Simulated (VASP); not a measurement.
Here is a VASP 6.6.1 calculation.

INCAR

```
SYSTEM = CoBi
ALGO = Normal ; EDIFF = 1E-7
ENCUT = 520 ; GGA = PE
ISIF = 2 ; ISMEAR = -1
ISPIN = 2 ; LASPH = .True.
LCHARG = .False. ; LMAXMIX = 4
LORBIT = 11 ; LREAL = .False.
LWAVE = .False. ; MAGMOM = 2 0
NBANDS = 23 ; NELM = 150
PREC = Accurate ; SIGMA = 0.05
```

The input KPOINTS:

```
k-points
0
Gamma
  13 13 13
  0 0 0
```

Contents of POSCAR:

```
CoBi
1.0
    0.0000000000      2.6776409452      2.6776409452
    2.6776409452      0.0000000000      2.6776409452
    2.6776409452      2.6776409452      0.0000000000
Co Bi
1 1
Direct
    0.0000000000      0.0000000000      0.0000000000
    0.5000000000      0.5000000000      0.5000000000
```

Potentials or basis: VASP PAW PBE potentials, release 64 (Co, Bi_d).

Run with:

```console
$ cat potpaw_PBE.64/Co/POTCAR potpaw_PBE.64/Bi_d/POTCAR > POTCAR
$ mpirun -np 1 vasp_std > vasp.out
```

Question: Estimate the net moment.

Answer: 0.48 μB per cell.

Question: What does it give for the site moments?

Answer: Co +0.52; Bi -0.03 μB.

Question: Predict the pressure.

Answer: 2.2 GPa.
